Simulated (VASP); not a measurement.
CaSe: relaxation of cell and atoms with PBEsol

CaSe:

```
Ca Se
1.0
     0.00000    2.93445    2.93445
     2.93445    0.00000    2.93445
     2.93445    2.93445    0.00000
Ca Se
1 1
Direct
  0.00000 0.00000 0.00000
  0.50000 0.50000 0.50000
```

- Program: VASP 6.6.1
- Task: relaxation of cell and atoms
- Functional: PBEsol
- Potentials or basis: VASP PAW PBE potentials, release 64 (Ca_sv, Se)
- Cutoff: 600 eV
- k mesh: 8 × 8 × 8
- Occupations: gaussian, width 0.01 eV
- Spin: no spin polarisation
- Target pressure: 2 GPa
- Dipole correction: no
- Further INCAR settings: ALGO = Normal; EDIFF = 1e-06; IBRION = 2; EDIFFG = -0.002; NSW = 100; ISIF = 3

```
Relaxed volume                                         : 24.48 Å³/atom
Relaxed cell                                           : a = 4.106 Å, b = 4.106 Å, c = 4.106 Å, α = 60.00°, β = 60.00°, γ = 60.00°
Space group after relaxing (to 0.05 Å)                 : Fm-3m (No. 225)
Energy change on relaxing (the enthalpy is what falls) : +5.3 meV/atom
Ionic steps                                            : 3
Pressure after relaxing                                : 2.0 GPa
Band gap on the k mesh                                 : 1.78 eV, indirect (least direct gap 2.78 eV)
```

Step by step:
| step | energy change (eV) | largest force (eV/Å) | pressure (GPa) | volume (Å³) |
| --- | --- | --- | --- | --- |
| 1 | 0.0000 | 0.0000 | 0.21 | 50.54 |
| 2 | 0.0172 | 0.0000 | 2.57 | 48.50 |
| 3 | 0.0107 | 0.0000 | 2.00 | 48.96 |

Final structure:
```
Ca Se
1.0
     0.00000    2.90357    2.90357
     2.90357    0.00000    2.90357
     2.90357    2.90357    0.00000
Ca Se
1 1
Direct
  0.00000 0.00000 0.00000
  0.50000 0.50000 0.50000
```

Levels at points of the mesh, in eV from the valence-band top:
```tsv
k point	band 4	band 5	band 6	band 7	band 8	band 9	band 10	band 11	band 12
(0.00, 0.00, 0.00)	-20.47	-12.03	0.00	0.00	0.00	3.49	3.61	3.61	3.61
(0.50, 0.00, 0.00)	-20.48	-11.20	-3.56	-1.34	-1.34	4.47	5.59	5.62	5.62
(0.50, 0.50, 0.00)	-20.51	-11.37	-2.70	-1.00	-1.00	1.78	5.12	5.18	6.21
```

Run time: 49 s on 1 thread of Intel Xeon 6975P-C, on a shared host, peak memory 0.22 GiB.

Caveat: the cell is relaxed towards a set pressure, so the enthalpy falls and the energy may rise; the PAW data sets were made with another functional, which shifts forces and pressure a little. A k mesh can miss the band edges.
